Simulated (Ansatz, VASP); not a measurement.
# MnO in VASP and in Ansatz

```
CELL_PARAMETERS angstrom
0.00000 2.22200 2.22200
2.22200 0.00000 2.22200
2.22200 2.22200 0.00000
ATOMIC_POSITIONS crystal
Mn 0.00000 0.00000 0.00000
O 0.50000 0.50000 0.50000
```

Alike in both runs: task single point; functional PBE; k mesh 5 × 5 × 5; occupations gaussian, width 0.05 eV; collinear spin; Hubbard terms Mn d U = 3.9 eV.

```csv
,VASP,Ansatz
version,VASP 6.6.1,Ansatz 0.2.0
potentials or method,"VASP PAW PBE potentials, release 64 (Mn_sv, O_h), cutoff 1340 eV","scalar-relativistic, plane waves, PAW"
valence electrons in the cell,21,21
```

```tsv
	VASP	Ansatz	Ansatz less VASP
gap on the k mesh at the Fermi level (eV)	0.35	0.32	-0.035
least direct gap on the mesh (eV)	2.73	2.59	-0.138
pressure (GPa)	6.8	9.5	+2.77
net moment per atom (μB)	2.50	2.50	0.000
size of the moment on the site where the two differ most (μB)	4.50	4.28	-0.223
```

Site moments also hang on the region over which each program counts them. The programs project onto different local orbitals, so the same U acts differently, and such runs can settle in different states.

The k mesh is coarse, so the values compare programs but aren't converged.
